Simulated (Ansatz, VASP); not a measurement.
MgF2 in VASP and in Ansatz

Contents of POSCAR:

```
MgF2
1.0
    4.5757958346      0.0000000000      0.0000000000
    0.0000000000      4.5757958346      0.0000000000
    0.0000000000      0.0000000000      3.0156506419
Mg F
2 4
Direct
    0.0000000000      0.0000000000      0.0000000000
    0.5000000000      0.5000000000      0.5000000000
    0.3023852470      0.3023852470      0.0000000000
    0.1976147530      0.8023852470      0.5000000000
    0.8023852470      0.1976147530      0.5000000000
    0.6976147530      0.6976147530      0.0000000000
```

INCAR.step1

```
SYSTEM = MgF2
PREC = Accurate
ENCUT = 520
EDIFF = 1E-5
ISMEAR = 0
SIGMA = 0.01
LREAL = .FALSE.
LASPH = .TRUE.
NELM = 120
ALGO = Normal
ISIF = 2
LWAVE = .TRUE.
LCHARG = .FALSE.
GGA = PE
NBANDS = 25
GGA_COMPAT = .FALSE.
KPAR = 4
```

Contents of INCAR.step2:

```
SYSTEM = MgF2
PREC = Accurate
ENCUT = 520
EDIFF = 1E-6
ISMEAR = 0
SIGMA = 0.01
LREAL = .FALSE.
LASPH = .TRUE.
NELM = 120
ALGO = Normal
ISIF = 2
LWAVE = .FALSE.
LCHARG = .FALSE.
GGA = PE
LHFCALC = .TRUE.
HFSCREEN = 0.2079
PRECFOCK = Normal
ISTART = 1
NBANDS = 25
GGA_COMPAT = .FALSE.
KPAR = 4
```

Contents of KPOINTS:

```
regular mesh
0
G
  4 4 6
  0 0 0
```

Input for Ansatz:

```yaml
crystal:
  lattice:
    - [4.5757958346, 0.0, 0.0]
    - [0.0, 4.5757958346, 0.0]
    - [0.0, 0.0, 3.0156506419]
  atoms:
    - { symbol: Mg, position: [0.0, 0.0, 0.0] }
    - { symbol: Mg, position: [0.5, 0.5, 0.5] }
    - { symbol: F, position: [0.302385247, 0.302385247, 0.0] }
    - { symbol: F, position: [0.197614753, 0.802385247, 0.5] }
    - { symbol: F, position: [0.802385247, 0.197614753, 0.5] }
    - { symbol: F, position: [0.697614753, 0.697614753, 0.0] }
kpoints:
  mp_grid: { grid: [4, 4, 6] }
  band_path:
    path:
      - [0.0, 0.0, 0.0]
      - [0.0, 0.5, 0.0]
      - [0.5, 0.5, 0.0]
      - [0.0, 0.0, 0.5]
      - [0.0, 0.5, 0.5]
      - [0.5, 0.5, 0.5]
    npoints: 1
hamiltonian:
  xc: hse06
scf:
  occupations: { method: fixed }
  n_extra_bands: 5
output:
  forces: true
  stress: true
  eigenvalues: true
```

Change from the starting cell: hydrostatic strain -1.0%.

Alike in both runs: task single point; functional HSE06; k mesh 4 × 4 × 6; no spin polarisation.

|  | VASP | Ansatz |
| --- | --- | --- |
| version | VASP 6.6.1 | Ansatz 0.2.0 |
| potentials or method | VASP PAW PBE potentials, release 64 (Mg, F) | plane waves, PAW |
| plane-wave cutoff (eV) | 520 | 420 |
| occupations | gaussian, width 0.01 eV | fixed |
| valence electrons in the cell | 32 | 48 |

|  | VASP | Ansatz | Ansatz less VASP |
| --- | --- | --- | --- |
| gap on the k mesh at the Fermi level (eV) | 9.63 | 9.69 | +0.063 |
| pressure (GPa) | 4.2 | 4.5 | +0.35 |
| traceless stress, the component that is largest in VASP (GPa) | 0.20 | 0.19 | -0.011 |
| rms of the force components (eV/Å) | 0.008 | 0.010 | +0.0024 |

Atom by atom the forces differ by 0.002 eV/Å (rms over components). VASP's potentials hold 32 valence electrons a cell and Ansatz's 48, so a difference there can come from the potentials and not from the codes. Ansatz's warnings: stress exchange threshold loose, stress scf threshold loose.
